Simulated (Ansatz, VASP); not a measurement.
TiO2: VASP beside Ansatz

File INCAR:

```
SYSTEM = TiO2
PREC = Accurate
ENCUT = 600
EDIFF = 1E-6
ISMEAR = -1
SIGMA = 0.05
LREAL = .False.
LASPH = .True.
NELM = 120
ALGO = Normal
ISIF = 2
LWAVE = .False.
LCHARG = .False.
GGA = LIBXC
LIBXC1 = GGA_X_B88
LIBXC2 = GGA_C_PBE
NBANDS = 60
GGA_COMPAT = .False.
```

The input KPOINTS:

```
regular mesh
0
Gamma
  8 8 4
  0 0 0
```

POSCAR

```
TiO2
1.0
    6.2345546003     -1.9082538226      0.0000000000
    6.2345546003      1.9082538226      0.0000000000
   -1.9537017297      0.0000000000      6.4122523021
Ti O
4 8
Direct
    0.9000710000      0.9000710000      0.2896020000
    0.1952860000      0.1952860000      0.2837620000
    0.0999290000      0.0999290000      0.7103980000
    0.8047140000      0.8047140000      0.7162380000
    0.3619310000      0.3619310000      0.2933970000
    0.2634885000      0.2634885000      0.6525000000
    0.8671885000      0.8671885000      0.9952910000
    0.7365115000      0.7365115000      0.3475000000
    0.9416475000      0.9416475000      0.6300210000
    0.1328115000      0.1328115000      0.0047090000
    0.6380690000      0.6380690000      0.7066030000
    0.0583525000      0.0583525000      0.3699790000
```

File input.yaml:

```yaml
crystal:
  lattice:
    - [6.2345546003, -1.9082538226, 0.0]
    - [6.2345546003, 1.9082538226, 0.0]
    - [-1.9537017297, 0.0, 6.4122523021]
  atoms:
    - { symbol: Ti, position: [0.900071, 0.900071, 0.289602] }
    - { symbol: Ti, position: [0.195286, 0.195286, 0.283762] }
    - { symbol: Ti, position: [0.099929, 0.099929, 0.710398] }
    - { symbol: Ti, position: [0.804714, 0.804714, 0.716238] }
    - { symbol: O, position: [0.361931, 0.361931, 0.293397] }
    - { symbol: O, position: [0.2634885, 0.2634885, 0.6525] }
    - { symbol: O, position: [0.8671885, 0.8671885, 0.995291] }
    - { symbol: O, position: [0.7365115, 0.7365115, 0.3475] }
    - { symbol: O, position: [0.9416475, 0.9416475, 0.630021] }
    - { symbol: O, position: [0.1328115, 0.1328115, 0.004709] }
    - { symbol: O, position: [0.638069, 0.638069, 0.706603] }
    - { symbol: O, position: [0.0583525, 0.0583525, 0.369979] }
hamiltonian:
  xc: { exchange: b88, correlation: pbe }
  pseudopotentials: { kind: paw }
kpoints:
  mp_grid: { grid: [8, 8, 4] }
scf:
  occupations: { method: fermi_dirac, width: 0.05 }
output:
  forces: true
  stress: true
  eigenvalues: true
```

Alike in both runs: task single point; functional b88 exchange, pbe correlation; k mesh 8 × 8 × 4; occupations fermi-dirac, width 0.05 eV; no spin polarisation.

|  | VASP | Ansatz |
| --- | --- | --- |
| version | VASP 6.6.1 | Ansatz 0.2.0 |
| potentials or method | VASP PAW PBE potentials, release 64 (Ti_sv, O) | Ansatz PAW |
| plane-wave cutoff (eV) | 600 | 420 |
| valence electrons in the cell | 96 | 96 |

|  | VASP | Ansatz | Ansatz less VASP |
| --- | --- | --- | --- |
| gap on the k mesh at the Fermi level (eV) | 2.59 | 2.61 | +0.021 |
| least direct gap on the mesh (eV) | 2.75 | 2.77 | +0.020 |
| pressure (GPa) | -7.9 | -8.2 | -0.36 |
| traceless stress, the component that is largest in VASP (GPa) | -0.44 | -0.53 | -0.090 |
| rms of the force components (eV/Å) | 0.125 | 0.146 | +0.0206 |

VASP's potentials were made for PBE, not for b88 exchange, pbe correlation. Atom by atom the forces differ by 0.022 eV/Å (rms over components). The functional is the same, so the differences come from potentials, cutoffs and numerics.
